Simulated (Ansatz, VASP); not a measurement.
# CdS in VASP and in Ansatz

```
Cd S
1.0
     0.00000    2.92540    2.95897
     2.92540    0.00000    2.95897
     2.92540    2.92540    0.00000
Cd S
1 1
Direct
  0.00000 0.00000 0.00000
  0.25000 0.25000 0.25000
```

Change from the starting cell: epitaxial_xy strain -0.5%.

Alike in both runs: task single point; functional r2SCAN; k mesh 8 × 8 × 8; no spin polarisation.

|  | VASP | Ansatz |
| --- | --- | --- |
| version | VASP 6.6.1 | Ansatz 0.2.0 |
| potentials or method | VASP PAW PBE potentials, release 64 (Cd, S) | plane waves, PAW |
| plane-wave cutoff (eV) | 520 | 500 |
| occupations | gaussian, width 0.01 eV | fixed |
| valence electrons in the cell | 18 | 26 |

```csv
,VASP,Ansatz,Ansatz less VASP
gap on the k mesh at the Fermi level (eV),1.53,1.54,+0.004
pressure (GPa),0.5,0.1,-0.31
"traceless stress, the component that is largest in VASP (GPa)",-0.14,-0.14,-0.002
```

VASP's potentials were made for PBE, not for r2SCAN. VASP's potentials hold 18 valence electrons a cell and Ansatz's 26, so a difference there can come from the potentials and not from the codes.
